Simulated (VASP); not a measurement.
# SnO (P4/nmm) in VASP: notebook

The runs below take SnO through density of states, with PBE, PBEsol.

Everything below comes from runs of VASP 6.6.1. Logs are shortened: lines on timing, memory, paths and dates and some standing lists are left out, and cuts for length are marked.

## 1. The cell of the first run

It takes space group P4/nmm (No. 129, tetragonal). The conventional cell has a = 3.814 Å, b = 3.814 Å, c = 4.887 Å, α = 90.00°, β = 90.00°, γ = 90.00°. Sn (site symmetry 4mm) has 4 O at 2.23 Å within 2.9 Å. O (site symmetry -4m2) has 4 Sn at 2.23 Å and 4 O at 2.70 Å within 2.9 Å.

## 2. Density of states, PBE

Input file POSCAR:

```
SnO
1.0
    3.8136952200      0.0000000000      0.0000000000
    0.0000000000      3.8136952200      0.0000000000
    0.0000000000      0.0000000000      4.8869133000
Sn O
2 2
Direct
    0.5000000000      0.0000000000      0.7646261400
    0.0000000000      0.5000000000      0.2353738600
    0.0000000000      0.0000000000      0.0000000000
    0.5000000000      0.5000000000      0.0000000000
```

Input file INCAR.step1:

```
PREC     = Accurate       # precision mode
ENCUT    = 520            # plane-wave cutoff, eV
EDIFF    = 1E-7           # SCF threshold, eV
ISMEAR   = -1             # smearing method
SIGMA    = 0.05           # smearing width, eV
LREAL    = F              # projectors in reciprocal space
LASPH    = T              # aspherical terms in the spheres
NELM     = 60             # most SCF steps
ALGO     = Normal         # electronic algorithm
ISIF     = 2              # what is computed and relaxed
LWAVE    = F              # write WAVECAR
LCHARG   = T              # write CHGCAR
GGA      = PE             # functional
NBANDS   = 28             # bands
```

Input file KPOINTS.step1:

```
Automatic mesh
0
Gamma
  4 4 3
```

Input file INCAR.step2:

```
PREC     = Accurate       # precision mode
ENCUT    = 520            # plane-wave cutoff, eV
EDIFF    = 1E-7           # SCF threshold, eV
ISMEAR   = -5             # smearing method
SIGMA    = 0.05           # smearing width, eV
LREAL    = F              # projectors in reciprocal space
LASPH    = T              # aspherical terms in the spheres
NELM     = 60             # most SCF steps
ALGO     = Normal         # electronic algorithm
ISIF     = 2              # what is computed and relaxed
LWAVE    = F              # write WAVECAR
LCHARG   = F              # write CHGCAR
GGA      = PE             # functional
LORBIT   = 11             # projections on sites
NBANDS   = 28             # bands
NEDOS    = 2001           # points of the DOS
ICHARG   = 11             # starting density
```

Input file KPOINTS.step2:

```
Automatic mesh
0
Gamma
  6 6 5
```

Potentials or basis: VASP PAW PBE potentials, release 64 (Sn_d, O).

Run with:

```
> cat potpaw_PBE.64/Sn_d/POTCAR potpaw_PBE.64/O/POTCAR > POTCAR
> cp INCAR.step1 INCAR
> cp KPOINTS.step1 KPOINTS
> mpirun -np 1 vasp_std > vasp.out
> cp INCAR.step2 INCAR
> cp KPOINTS.step2 KPOINTS
> mpirun -np 1 vasp_std > vasp.out
```

OUTCAR:

```text
PREC = Accurate
   ENCUT = 520
   EDIFF = 1E-7
   ISMEAR = -5
   LREAL = F
   LASPH = T
   NELM = 60
   ISIF = 2
   GGA = PE
   LORBIT = 11
   ICHARG = 11

 ion  position               nearest neighbor table
   1  0.500  0.000  0.765-   3 2.23   4 2.23   4 2.23   3 2.23   2 3.54   2 3.54   2 3.54   2 3.54
                             2 3.74   2 3.74   2 3.74   2 3.74
   2  0.000  0.500  0.235-   3 2.23   4 2.23   3 2.23   4 2.23   1 3.54   1 3.54   1 3.54   1 3.54
                             1 3.74   1 3.74   1 3.74   1 3.74
   3  0.000  0.000  0.000-   1 2.23   2 2.23   2 2.23   1 2.23
   4  0.500  0.500  0.000-   1 2.23   2 2.23   1 2.23   2 2.23

  LATTYP: Found a simple tetragonal cell.
 ALAT       =     3.8136952200
 C/A-ratio  =     1.2814116016

  Lattice vectors:

 A1 = (   3.8136952200,   0.0000000000,   0.0000000000)
 A2 = (   0.0000000000,   3.8136952200,   0.0000000000)
 A3 = (   0.0000000000,   0.0000000000,   4.8869133000)

Analysis of symmetry for initial positions (statically):
=====================================================================
 Subroutine PRICEL returns:
 Original cell was already a primitive cell.

 Routine SETGRP: Setting up the symmetry group for a
 simple tetragonal supercell.

 Subroutine GETGRP returns: Found 16 space group operations
 (whereof  8 operations were pure point group operations)
 out of a pool of 16 trial point group operations.

The static configuration has the point symmetry D_2d.
 The point group associated with its full space group is D_4h.

Analysis of symmetry for dynamics (positions and initial velocities):
=====================================================================
 Subroutine PRICEL returns:
 Original cell was already a primitive cell.

 Routine SETGRP: Setting up the symmetry group for a
 simple tetragonal supercell.

 Subroutine GETGRP returns: Found 16 space group operations
 (whereof  8 operations were pure point group operations)
 out of a pool of 16 trial point group operations.

The dynamic configuration has the point symmetry D_2d.
 The point group associated with its full space group is D_4h.

 Subroutine INISYM returns: Found 16 space group operations
 (whereof  8 operations are pure point group operations),
 and found     1 'primitive' translations

----------------------------------------------------------------------------------------

                                     Primitive cell

  volume of cell :      71.0766

[... 96 lines left out ...]
   EDIFFG = 0.1E-05   stopping-criterion for IOM
   NSW    =      0    number of steps for IOM
   IBRION =     -1    ionic relax: 0-MD 1-quasi-New 2-CG
   NFREE  =      0    steps in history (QN), initial steepest desc. (CG)
   ISIF   =      2    stress and relaxation
   ISYM   =      2    0-nonsym 1-usesym 2-fastsym
   POTIM  = 0.5000    time-step for ionic-motion
   TEBEG  =    0.0;   TEEND  =   0.0 temperature during run
   PSTRESS=    0.0 pullay stress
   NELECT =      40.0000    total number of electrons
   NUPDOWN=      -1.0000    fix difference up-down
   EMIN   =  10.00;   EMAX   =-10.00  energy-range for DOS
   EFERMI =   0.00;   METHOD = LEGACY
   ISMEAR =    -5;   SIGMA  =   0.05  broadening in eV -4-tet -1-fermi 0-gaus
   EFERMI_NEDOS =   21; number of points for ismear=-14 and -15
   IALGO  =     38    algorithm
   IMIX   =      4    mixing-type and parameters
     AMIX     =   0.40;   BMIX     =  1.00
     AMIX_MAG =   1.60;   BMIX_MAG =  1.00
  volume/ion in A,a.u.               =      17.77       119.91
  Fermi-wavevector in a.u.,A,eV,Ry     =   1.351614  2.554180 24.855939  1.826860
  Thomas-Fermi vector in A             =   2.479021
   LORBIT       =     11    0 simple, 1 ext, 2 COOP (PROOUT), +10 PAW based schemes
   GGA     = PE    functional components
   LHFCALC =     F    Hartree Fock is set to
   AEXX    =    0.0000 exact exchange contribution
   IVDW    =     0    specifies the selected vdW correction
   LEPSILON=     F    determine dielectric tensor
   LRPA    =     F    only Hartree local field effects (RPA)
 non-spin polarized calculation
 Fermi weights with tetrahedron method with Bloechl corrections
  energy-cutoff  :      520.00
  volume of cell :       71.08
 maximum number of plane-waves:      1932

 number of electron      39.9999978 magnetization

 Free energy of the ion-electron system (eV)
  ---------------------------------------------------
  ext. energy  EPLUGINS =         0.00000000
  ---------------------------------------------------
  free energy    TOTEN  =       -22.68546370 eV

  energy without entropy =      -22.68546370  energy(sigma->0) =      -22.68546370

 E-fermi :   7.0209     XC(G=0): -10.1723

 val. band max:        7.0042015817   @ k =   0.0000   0.0000   0.0000
 cond. band min:       7.1695305772   @ k =   0.5000   0.5000   0.0000
 fundamental gap:      0.1653289955
 Fermi energy:         7.0208931619

 k-point     1 :       0.0000    0.0000    0.0000
  band No.  band energies     occupation
      1     -14.9991      2.00000
      2     -14.5631      2.00000
      3     -14.5613      2.00000
      4     -14.5613      2.00000
      5     -14.5147      2.00000
      6     -14.5074      2.00000
[... 733 lines left out ...]
     27      16.1017      0.00000
     28      16.1017      0.00000

 [... further k-points ...]
[... 5 lines left out ...]
  --------------------------------------------------------------------------------------
  -------------------------------------------------------------------------------------
  Total        1.9118930      1.9118930      1.5558169      0.0000000      0.0000000      0.0000000
  in kB       43.0970523     43.0970523     35.0705402      0.0000000      0.0000000      0.0000000
  external PRESSURE =      40.4215483 kB  Pullay stress =       0.0000000 kB

 VOLUME and BASIS-vectors are now :
 -----------------------------------------------------------------------------
  energy-cutoff  :      520.00
  volume of cell :       71.08
      direct lattice vectors                 reciprocal lattice vectors
     3.813695220  0.000000000  0.000000000     0.262212878  0.000000000  0.000000000
     0.000000000  3.813695220  0.000000000     0.000000000  0.262212878  0.000000000
     0.000000000  0.000000000  4.886913300     0.000000000  0.000000000  0.204628144

 POSITION                                       TOTAL-FORCE (eV/Angst)
 -----------------------------------------------------------------------------------
      1.90685      0.00000      3.73666        -0.000000      0.000000     -0.459546
      0.00000      1.90685      1.15025         0.000000      0.000000      0.459546
      0.00000      0.00000      0.00000         0.000000     -0.000000      0.000000
      1.90685      1.90685      0.00000         0.000000      0.000000      0.000000
 -----------------------------------------------------------------------------------
    total drift:                                0.000000      0.000000      0.000000

  FREE ENERGIE OF THE ION-ELECTRON SYSTEM (eV)
  ---------------------------------------------------
  free  energy   TOTEN  =       -22.6854637006 eV

  energy  without entropy=      -22.6854637006  energy(sigma->0) =      -22.68546370

 total charge

# of ion       s       p       d       tot
------------------------------------------
    1        1.257   0.790  10.076  12.123
    2        1.257   0.790  10.076  12.123
    3        1.577   3.440   0.000   5.018
    4        1.577   3.440   0.000   5.018
--------------------------------------------------
tot          5.669   8.460  20.151  34.280
```

OUTCAR.step1:

```text
PREC = Accurate
   ENCUT = 520
   EDIFF = 1E-7
   ISMEAR = -1
   LREAL = F
   LASPH = T
[... 588 lines left out ...]
      1.90685      0.00000      3.73666         0.000000      0.000000     -0.488682
      0.00000      1.90685      1.15025         0.000000      0.000000      0.488682
      0.00000      0.00000      0.00000         0.000000      0.000000      0.000000
      1.90685      1.90685      0.00000         0.000000     -0.000000      0.000000
 -----------------------------------------------------------------------------------
    total drift:                                0.000000      0.000000      0.000000

  FREE ENERGIE OF THE ION-ELECTRON SYSTEM (eV)
  ---------------------------------------------------
  free  energy   TOTEN  =       -22.6778254686 eV

  energy  without entropy=      -22.6752445868  energy(sigma->0) =      -22.67653503
```

Wall time 34 s (1 thread of Intel Xeon Platinum 8488C (Sapphire Rapids), shared host); peak memory 0.19 GiB.

Results:

| Property | Result |
| --- | --- |
| Valence electrons inside the program's atomic spheres | Sn 12.12; O 5.02 |

Caveat: the k points lie up to 0.43 Å⁻¹ apart; spin-orbit coupling is left out, which moves the levels of the heavy elements.

## 3. Density of states, PBEsol

POSCAR is that of step 2.

Input file INCAR.step1:

```
PREC = Accurate
ENCUT = 520
EDIFF = 1E-6
ISMEAR = -1
SIGMA = 0.05
LREAL = F
LASPH = T
NELM = 100
ALGO = Normal
ISIF = 2
LWAVE = F
LCHARG = T
GGA = PS
NBANDS = 28
```

KPOINTS.step1 is that of step 2.

Input file INCAR.step2:

```
PREC = Accurate
ENCUT = 520
EDIFF = 1E-6
ISMEAR = -5
SIGMA = 0.05
LREAL = F
LASPH = T
NELM = 100
ALGO = Normal
ISIF = 2
LWAVE = F
LCHARG = F
GGA = PS
LORBIT = 10
NBANDS = 28
NEDOS = 2001
ICHARG = 11
```

KPOINTS.step2 is that of step 2.

Potentials or basis: VASP PAW PBE potentials, release 64 (Sn_d, O).

Run with:

```
> cat potpaw_PBE.64/Sn_d/POTCAR potpaw_PBE.64/O/POTCAR > POTCAR
> cp INCAR.step1 INCAR
> cp KPOINTS.step1 KPOINTS
> mpirun -np 1 vasp_std > vasp.out
> cp INCAR.step2 INCAR
> cp KPOINTS.step2 KPOINTS
> mpirun -np 1 vasp_std > vasp.out
```

OUTCAR:

```text
PREC = Accurate
   ENCUT = 520
   EDIFF = 1E-6
   ISMEAR = -5
   LREAL = F
   LASPH = T
   NELM = 100
   ISIF = 2
   GGA = PS
   LORBIT = 10
   ICHARG = 11

 ion  position               nearest neighbor table
   1  0.500  0.000  0.765-   3 2.23   4 2.23   4 2.23   3 2.23   2 3.54   2 3.54   2 3.54   2 3.54
                             2 3.74   2 3.74   2 3.74   2 3.74
   2  0.000  0.500  0.235-   3 2.23   4 2.23   3 2.23   4 2.23   1 3.54   1 3.54   1 3.54   1 3.54
                             1 3.74   1 3.74   1 3.74   1 3.74
   3  0.000  0.000  0.000-   1 2.23   2 2.23   2 2.23   1 2.23
   4  0.500  0.500  0.000-   1 2.23   2 2.23   1 2.23   2 2.23

  LATTYP: Found a simple tetragonal cell.
[... 951 lines left out ...]
  external PRESSURE =      -0.2879921 kB  Pullay stress =       0.0000000 kB

 VOLUME and BASIS-vectors are now :
 -----------------------------------------------------------------------------
  energy-cutoff  :      520.00
  volume of cell :       71.08
      direct lattice vectors                 reciprocal lattice vectors
     3.813695220  0.000000000  0.000000000     0.262212878  0.000000000  0.000000000
     0.000000000  3.813695220  0.000000000     0.000000000  0.262212878  0.000000000
     0.000000000  0.000000000  4.886913300     0.000000000  0.000000000  0.204628144

 POSITION                                       TOTAL-FORCE (eV/Angst)
 -----------------------------------------------------------------------------------
      1.90685      0.00000      3.73666         0.000000     -0.000000     -0.161639
      0.00000      1.90685      1.15025         0.000000      0.000000      0.161639
      0.00000      0.00000      0.00000         0.000000     -0.000000      0.000000
      1.90685      1.90685      0.00000        -0.000000      0.000000      0.000000
 -----------------------------------------------------------------------------------
    total drift:                                0.000000      0.000000      0.000000

  FREE ENERGIE OF THE ION-ELECTRON SYSTEM (eV)
  ---------------------------------------------------
  free  energy   TOTEN  =       -24.2075733679 eV

  energy  without entropy=      -24.2075733679  energy(sigma->0) =      -24.20757337

 total charge

# of ion       s       p       d       tot
------------------------------------------
    1        1.252   0.795  10.079  12.126
    2        1.252   0.795  10.079  12.126
    3        1.573   3.419   0.000   4.991
    4        1.573   3.419   0.000   4.991
--------------------------------------------------
tot          5.650   8.427  20.158  34.234
```

OSZICAR.step1:

```text
N       E                     dE             d eps       ncg     rms          rms(c)
DAV:   1     0.413566668893E+03    0.41357E+03   -0.19883E+04   688   0.218E+03
DAV:   2     0.369947376284E+02   -0.37657E+03   -0.36137E+03   688   0.530E+02
DAV:   3    -0.244228474524E+02   -0.61418E+02   -0.60291E+02   800   0.180E+02
DAV:   4    -0.273946681117E+02   -0.29718E+01   -0.29551E+01   752   0.420E+01
DAV:   5    -0.274636341739E+02   -0.68966E-01   -0.68959E-01   740   0.700E+00    0.108E+01
DAV:   6    -0.242775344611E+02    0.31861E+01   -0.14405E+01  1084   0.432E+01    0.488E+00
DAV:   7    -0.242343397609E+02    0.43195E-01   -0.18086E+00   792   0.815E+00    0.241E+00
DAV:   8    -0.242082339106E+02    0.26106E-01   -0.26803E-01   792   0.333E+00    0.748E-01
DAV:   9    -0.241989364679E+02    0.92974E-02   -0.37994E-02  1072   0.209E+00    0.222E-01
DAV:  10    -0.241999022764E+02   -0.96581E-03   -0.64250E-03   940   0.781E-01    0.139E-01
DAV:  11    -0.241995310929E+02    0.37118E-03   -0.16373E-03  1016   0.385E-01    0.176E-02
DAV:  12    -0.241995600125E+02   -0.28920E-04   -0.24952E-04   692   0.874E-02    0.279E-02
DAV:  13    -0.241995540221E+02    0.59905E-05   -0.21056E-05   844   0.337E-02    0.429E-03
DAV:  14    -0.241995535990E+02    0.42303E-06   -0.27184E-06   576   0.138E-02
   1 F= -.24199554E+02 E0= -.24198125E+02  d E =-.285661E-02
```

Run time: 33 s. Hardware: 1 thread of Intel Xeon Platinum 8488C (Sapphire Rapids), shared host; peak memory 0.18 GiB.

Results:

| Item | Value |
| --- | --- |
| Valence electrons inside the program's atomic spheres | Sn 12.13; O 4.99 |

Caveat: the k points lie up to 0.43 Å⁻¹ apart; the PAW data sets were made with another functional, which shifts forces and pressure a little; spin-orbit coupling is left out, which moves the levels of the heavy elements.
